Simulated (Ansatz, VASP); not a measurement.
One calculation of Cu, two programs

```
Cu
1.0
    -1.40831    1.40831    1.43168
     1.40831   -1.40831    1.43168
     1.40831    1.40831   -1.43168
Cu
1
Cartesian
  0.0000 0.0000 0.0000
```

Alike in both runs: task single point; functional PBE; k mesh 24 × 24 × 24; occupations gaussian, width 0.15 eV; no spin polarisation.

|  | VASP | Ansatz |
| --- | --- | --- |
| version | VASP 6.6.1 | Ansatz 0.2.0 |
| potentials or method | VASP PAW PBE potentials, release 64 (Cu), cutoff 520 eV | scalar-relativistic, plane waves, PAW |
| valence electrons in the cell | 11 | 19 |

Ansatz gave:

- gap on the k mesh at the Fermi level (eV): none
- pressure (GPa): 8.7
- traceless stress, the component that is largest in VASP (GPa): 0.10

Question: What did VASP give for the same quantities?

Answer: gap on the k mesh at the Fermi level (eV): none; pressure (GPa): 9.3; traceless stress, the component that is largest in VASP (GPa): 0.11.

A gap of «none» marks a metal or a gap that the smearing closes. VASP's potentials hold 11 valence electrons a cell and Ansatz's 19, so a difference there can come from the potentials and not from the codes.
